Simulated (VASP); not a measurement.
# Ge (Imma) in VASP: further runs

Runs on Ge. Level: LDA. Tasks: single point.

Everything below comes from runs of VASP 6.6.1. Logs are shortened: lines on timing, memory, paths and dates and some standing lists are left out, and cuts for length are marked.

## Step 1: The cell of the first run

The structure is orthorhombic, space group Imma (No. 74). Conventional cell: a = 3.922 Å, b = 4.028 Å, c = 5.622 Å, α = 90.00°, β = 90.00°, γ = 90.00°. Within 3.2 Å of Ge (site symmetry mm2) lie 4 Ge at 2.41 to 2.46 Å.

## Step 2: Single point, LDA (engineering shear strain xy -0.0267, normal strain along z +0.0000)

The input, INCAR:

```
PREC     = Accurate       # precision mode
ENCUT    = 520            # plane-wave cutoff, eV
EDIFF    = 1E-6           # SCF threshold, eV
ISMEAR   = 0              # smearing method
SIGMA    = 0.15           # smearing width, eV
LREAL    = F              # projectors in reciprocal space
LASPH    = T              # aspherical terms in the spheres
NELM     = 80             # most SCF steps
ALGO     = Normal         # electronic algorithm
ISIF     = 2              # what is computed and relaxed
LWAVE    = F              # write WAVECAR
LCHARG   = F              # write CHGCAR
GGA      = CA             # functional
NBANDS   = 21             # bands
```

The input, KPOINTS:

```
Automatic mesh
0
Gamma
  14 14 14
```

The input, POSCAR:

```
Ge
1.0
   -0.0375256690      2.8109115346      2.8109115346
    2.8109115346     -0.0375256690      2.8109115346
    2.7733858656      2.7733858656      0.0000000000
Ge
2
Direct
    0.5000000000      0.5000000000      0.5000000000
    0.7500000000      0.7500000000      0.7500000000
```

Potentials or basis: VASP PAW LDA potentials, release 64 (Ge_d).

Launch:

```
$ cat potpaw_LDA.64/Ge_d/POTCAR > POTCAR
$ mpirun -np 1 vasp_std > vasp.out
```

OUTCAR:

```text
PREC = Accurate
   ENCUT = 520
   EDIFF = 1E-6
   ISMEAR = 0
   LREAL = F
   LASPH = T
   NELM = 80
   ISIF = 2
   GGA = CA

 ion  position               nearest neighbor table
   1  0.500  0.500  0.500-   2 2.41   2 2.41   2 2.46   2 2.46
   2  0.750  0.750  0.750-   1 2.41   1 2.41   1 2.46   1 2.46

  LATTYP: Found a body centered orthorhombic cell.
 ALAT       =     3.9221599048
 B/A-ratio  =     1.0270612679
 C/A-ratio  =     1.4333487684

  Lattice vectors:

 A1 = (   0.0375256690,  -2.8109115346,  -2.8109115346)
 A2 = (  -0.0375256690,   2.8109115346,  -2.8109115346)
 A3 = (   2.8109115346,  -0.0375256690,   2.8109115346)

Analysis of symmetry for initial positions (statically):
=====================================================================
 Subroutine PRICEL returns:
 Original cell was already a primitive cell.

 Routine SETGRP: Setting up the symmetry group for a
 body centered orthorhombic supercell.

 Subroutine GETGRP returns: Found  8 space group operations
 (whereof  4 operations were pure point group operations)
 out of a pool of  8 trial point group operations.

The static configuration has the point symmetry C_2v.
 The point group associated with its full space group is D_2h.

Analysis of symmetry for dynamics (positions and initial velocities):
=====================================================================
 Subroutine PRICEL returns:
 Original cell was already a primitive cell.

 Routine SETGRP: Setting up the symmetry group for a
 body centered orthorhombic supercell.

 Subroutine GETGRP returns: Found  8 space group operations
 (whereof  4 operations were pure point group operations)
 out of a pool of  8 trial point group operations.

The dynamic configuration has the point symmetry C_2v.
 The point group associated with its full space group is D_2h.

 Subroutine INISYM returns: Found  8 space group operations
 (whereof  4 operations are pure point group operations),
 and found     1 'primitive' translations

----------------------------------------------------------------------------------------

                                     Primitive cell

  volume of cell :      44.4114
[... 81 lines left out ...]
   ISTART =      0    job   : 0-new  1-cont  2-samecut
   ICHARG =      2    charge: 1-file 2-atom 10-const
   ISPIN  =      1    spin polarized calculation?
   LNONCOLLINEAR =      F non collinear calculations
   LSORBIT =      F    spin-orbit coupling
   LASPH  =      T    aspherical Exc in radial PAW
   ENCUT  =  520.0 eV  38.22 Ry    6.18 a.u.   7.39  7.39  7.29*2*pi/ulx,y,z
   NELM   =     80;   NELMIN=  2; NELMDL= -5     # of ELM steps
   EDIFF  = 0.1E-05   stopping-criterion for ELM
   LREAL  =      F    real-space projection
   EDIFFG = 0.1E-04   stopping-criterion for IOM
   NSW    =      0    number of steps for IOM
   IBRION =     -1    ionic relax: 0-MD 1-quasi-New 2-CG
   NFREE  =      0    steps in history (QN), initial steepest desc. (CG)
   ISIF   =      2    stress and relaxation
   ISYM   =      2    0-nonsym 1-usesym 2-fastsym
   POTIM  = 0.5000    time-step for ionic-motion
   TEBEG  =    0.0;   TEEND  =   0.0 temperature during run
   PSTRESS=    0.0 pullay stress
   NELECT =      28.0000    total number of electrons
   NUPDOWN=      -1.0000    fix difference up-down
   EMIN   =  10.00;   EMAX   =-10.00  energy-range for DOS
   EFERMI =   0.00;   METHOD = LEGACY
   ISMEAR =     0;   SIGMA  =   0.15  broadening in eV -4-tet -1-fermi 0-gaus
   EFERMI_NEDOS =   21; number of points for ismear=-14 and -15
   IALGO  =     38    algorithm
   IMIX   =      4    mixing-type and parameters
     AMIX     =   0.40;   BMIX     =  1.00
     AMIX_MAG =   1.60;   BMIX_MAG =  1.00
  volume/ion in A,a.u.               =      22.21       149.85
  Fermi-wavevector in a.u.,A,eV,Ry     =   1.403771  2.652742 26.811257  1.970572
  Thomas-Fermi vector in A             =   2.526399
   LORBIT       =      0    0 simple, 1 ext, 2 COOP (PROOUT), +10 PAW based schemes
   GGA     = CA    functional components
   LHFCALC =     F    Hartree Fock is set to
   AEXX    =    0.0000 exact exchange contribution
   IVDW    =     0    specifies the selected vdW correction
   LEPSILON=     F    determine dielectric tensor
   LRPA    =     F    only Hartree local field effects (RPA)
 non-spin polarized calculation
 Gauss-broadening in eV      SIGMA  =   0.15
  energy-cutoff  :      520.00
  volume of cell :       44.41
 maximum number of plane-waves:      1227
 NGX is ok and might be reduce to    30
   NGX = 15   NGY = 15   NGZ = 15

 number of electron      28.0000022 magnetization

 Free energy of the ion-electron system (eV)
  ---------------------------------------------------
  ext. energy  EPLUGINS =         0.00000000
  ---------------------------------------------------
  free energy    TOTEN  =       -10.38352132 eV

  energy without entropy =      -10.38285761  energy(sigma->0) =      -10.38318946

 E-fermi :   4.9378     XC(G=0): -10.3800

 val. band max:        4.9277284026   @ k =   0.0000   0.0000   0.5000
 cond. band min:       4.9380642167   @ k =   0.0000   0.0000   0.0000
 fundamental gap:      0.0103358141
 Fermi energy:         4.9377785072

 k-point     1 :       0.0000    0.0000    0.0000
  band No.  band energies     occupation
      1     -20.0712      2.00000
      2     -20.0560      2.00000
      3     -20.0407      2.00000
      4     -20.0180      2.00000
      5     -20.0174      2.00000
      6     -19.8105      2.00000
[... 565 lines left out ...]
     20      14.0871      0.00000
     21      14.9006      0.00000

 [... further k-points ...]

------------------------ aborting loop because EDIFF is reached ----------------------------------------

  FORCE on cell =-STRESS in cart. coord.  units (eV):
  Direction    XX          YY          ZZ          XY          YZ          ZX
  --------------------------------------------------------------------------------------
  -------------------------------------------------------------------------------------
  Total        0.0770135      0.0770135      0.0678279      0.6395333      0.0000000      0.0000000
  in kB        2.7783253      2.7783253      2.4469501     23.0717016      0.0000000      0.0000000
  external PRESSURE =       2.6678669 kB  Pullay stress =       0.0000000 kB

 VOLUME and BASIS-vectors are now :
 -----------------------------------------------------------------------------
  energy-cutoff  :      520.00
  volume of cell :       44.41
      direct lattice vectors                 reciprocal lattice vectors
    -0.037525669  2.810911535  2.810911535    -0.175534851  0.175534851  0.177878241
     2.810911535 -0.037525669  2.810911535     0.175534851 -0.175534851  0.177878241
     2.773385866  2.773385866  0.000000000     0.180285047  0.180285047 -0.177878241

 POSITION                                       TOTAL-FORCE (eV/Angst)
 -----------------------------------------------------------------------------------
      2.77339      2.77339      2.81091        -0.000000     -0.000000     -0.235644
      4.16008      4.16008      4.21637         0.000000      0.000000      0.235644
 -----------------------------------------------------------------------------------
    total drift:                                0.000000     -0.000000      0.000000

  FREE ENERGIE OF THE ION-ELECTRON SYSTEM (eV)
  ---------------------------------------------------
  free  energy   TOTEN  =       -10.3835213183 eV

  energy  without entropy=      -10.3828576102  energy(sigma->0) =      -10.38318946
```

OSZICAR:

```text
N       E                     dE             d eps       ncg     rms          rms(c)
DAV:   1     0.192544902806E+03    0.19254E+03   -0.14695E+04 20113   0.361E+03
DAV:   2     0.173191551141E+02   -0.17523E+03   -0.16965E+03 18071   0.615E+02
DAV:   3    -0.965588710281E+01   -0.26975E+02   -0.26801E+02 20601   0.143E+02
DAV:   4    -0.105523482317E+02   -0.89646E+00   -0.89600E+00 20226   0.306E+01
DAV:   5    -0.105666899584E+02   -0.14342E-01   -0.14341E-01 20498   0.425E+00    0.337E+00
DAV:   6    -0.104440187654E+02    0.12267E+00   -0.38718E-02 20181   0.162E+00    0.193E+00
DAV:   7    -0.103828035120E+02    0.61215E-01   -0.77141E-02 19538   0.203E+00    0.142E-01
DAV:   8    -0.103834890212E+02   -0.68551E-03   -0.59152E-03 20711   0.840E-01    0.483E-02
DAV:   9    -0.103835240237E+02   -0.35002E-04   -0.10286E-04 21094   0.105E-01    0.147E-02
DAV:  10    -0.103835214123E+02    0.26115E-05   -0.10663E-05 24583   0.453E-02    0.444E-03
DAV:  11    -0.103835213183E+02    0.93994E-07   -0.13591E-06 15852   0.846E-03
   1 F= -.10383521E+02 E0= -.10383189E+02  d E =-.663708E-03
```

Run time: 8.9 min. Hardware: 1 thread of Intel Xeon 8259CL, shared host; peak memory 0.39 GiB.

Results:

* Free energy: -10.3835 eV
* Pressure: 0.3 GPa
* Largest force: 0.236 eV/Å
* Band gap on the k mesh: 0.01 eV (least direct gap 0.02 eV)

Forces on the atoms (eV/Å):
```
Ge   0.000  0.000 -0.236
Ge   0.000  0.000  0.236
```

Levels at points of the mesh, in eV from the valence-band top:
```
           k point  band 10  band 11  band 12  band 13  band 14  band 15  band 16  band 17  band 18  band 19
(0.00, 0.00, 0.00)   -24.70   -12.96    -0.03    -0.02     0.00     0.02     2.32     2.55     2.74     6.26
(0.50, 0.00, 0.00)   -24.67   -10.92    -7.69    -1.38    -1.37     0.22     3.66     3.88     7.04    10.38
(0.50, 0.50, 0.00)   -24.65    -9.14    -8.87    -3.28    -3.01     0.48     0.80     9.53     9.60    11.50
(0.00, 0.00, 0.50)   -24.67   -10.74    -7.78    -1.52    -1.50     0.01     3.57     3.79     6.91    10.44
(0.50, 0.00, 0.50)   -24.66    -9.01    -9.01    -3.15    -3.15     0.63     0.63     9.51     9.51    11.65
```

Caveat: the cell differs from its parent crystal (engineering shear strain xy -0.0267, normal strain along z +0.0000); the smearing spreads over this small gap; semilocal functionals underestimate gaps, and a narrow one can read as zero. A k mesh can miss the band edges.

(Part 1 of 3 ends here.)

The gap in the log of VASP goes by the Fermi energy; the results here count the filled bands.